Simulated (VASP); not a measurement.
Runs of VASP 6.6.1 on NbAs. The structure is that of space group I4_1md (No. 109), or close to it. The cells are those of the table. 

```csv
task,level,cell,k mesh,cutoff (eV),gap on the mesh (eV),pressure (GPa),relaxed volume (Å³/atom),largest force (eV/Å)
single point,r2SCAN,"a = 6.288 Å, angles 148.5, 148.5, 45.1°, 4 atoms",11 × 11 × 11,520,none,7.7,-,-
relaxation of cell and atoms,PBE,"relaxed from a = 6.330 Å, angles 148.4, 148.4, 45.4°, 4 atoms",9 × 9 × 9,600,-,0.0,17.73,-
single point,r2SCAN,"a = 6.374 Å, angles 148.5, 148.5, 45.1°, 4 atoms",11 × 11 × 11,520,none,0.0,-,-
relaxation of cell and atoms,PBEsol,"relaxed from a = 6.330 Å, angles 148.4, 148.4, 45.4°, 4 atoms",9 × 9 × 9,600,-,0.0,(a),0.01
single point,r2SCAN,"a = 6.331 Å, angles 148.5, 148.5, 45.1°, 4 atoms",11 × 11 × 11,520,none,3.6,-,0.01
```

Alike in all rows: potentials or basis VASP PAW PBE potentials, release 64 (Nb_sv, As); no spin polarisation; smearing fermi-dirac 0.1 eV.

Question: Fill in the values left out.

Answer: (a) 17.17.

Caveats: the PAW data sets were made with another functional, which shifts forces and pressure a little (some runs).

A k mesh can miss the band edges, and the runs leave out spin-orbit coupling on As, Nb.

A gap of «none» marks levels without a gap at the run's occupations.
